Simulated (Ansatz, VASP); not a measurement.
# GaSb in VASP and in Ansatz

Contents of INCAR:

```
ALGO = Normal
EDIFF = 1E-7
ENCUT = 520
GGA = PS
ISIF = 2
ISMEAR = -1
LASPH = T
LCHARG = F
LREAL = F
LWAVE = F
NBANDS = 16
NELM = 100
PREC = Accurate
SIGMA = 0.05
```

File KPOINTS:

```
k-points
0
Gamma
  4 4 4
```

The input POSCAR:

```
GaSb
1.0
    0.0000000000      3.0590000000      3.0590000000
    3.0590000000      0.0000000000      3.0590000000
    3.0590000000      3.0590000000      0.0000000000
Sb Ga
1 1
Direct
    0.7500000000      0.7500000000      0.7500000000
    0.0000000000      0.0000000000      0.0000000000
```

Contents of input.yaml:

```yaml
crystal:
  lattice:
    - [0.0, 3.059, 3.059]
    - [3.059, 0.0, 3.059]
    - [3.059, 3.059, 0.0]
  atoms:
    - { symbol: Sb, position: [0.75, 0.75, 0.75] }
    - { symbol: Ga, position: [0.0, 0.0, 0.0] }
hamiltonian:
  xc: pbesol
  pseudopotentials: { kind: paw }
kpoints:
  mp_grid: { grid: [4, 4, 4] }
scf:
  occupations: { method: fermi_dirac, width: 0.05 }
  n_extra_bands: 6
output:
  forces: true
  stress: true
  eigenvalues: true
  dos: { projected: true, de: 0.05, nscf_kmesh: { grid: [6, 6, 6] } }
```

Alike in both runs: functional PBEsol; k mesh 4 × 4 × 4; occupations fermi-dirac, width 0.05 eV; no spin polarisation.

|  | VASP | Ansatz |
| --- | --- | --- |
| version | VASP 6.6.1 | Ansatz 0.2.0 |
| potentials or method | VASP PAW PBE potentials, release 64 (Sb, Ga_d) | Ansatz PAW |
| plane-wave cutoff (eV) | 520 | 420 |
| valence electrons in the cell | 18 | 28 |
| task | single point | projected density of states |

```tsv
	VASP	Ansatz	Ansatz less VASP
gap on the k mesh at the Fermi level (eV)	none	none	-
pressure (GPa)	0.6	0.5	-0.09
```

VASP's potentials were made for PBE, not for PBEsol. A gap of «none» marks a metal or a gap that the smearing closes. VASP's potentials hold 18 valence electrons a cell and Ansatz's 28, so a difference there can come from the potentials and not from the codes.

The k mesh is coarse, so the values compare programs but aren't converged. Neither program's run includes spin-orbit coupling.
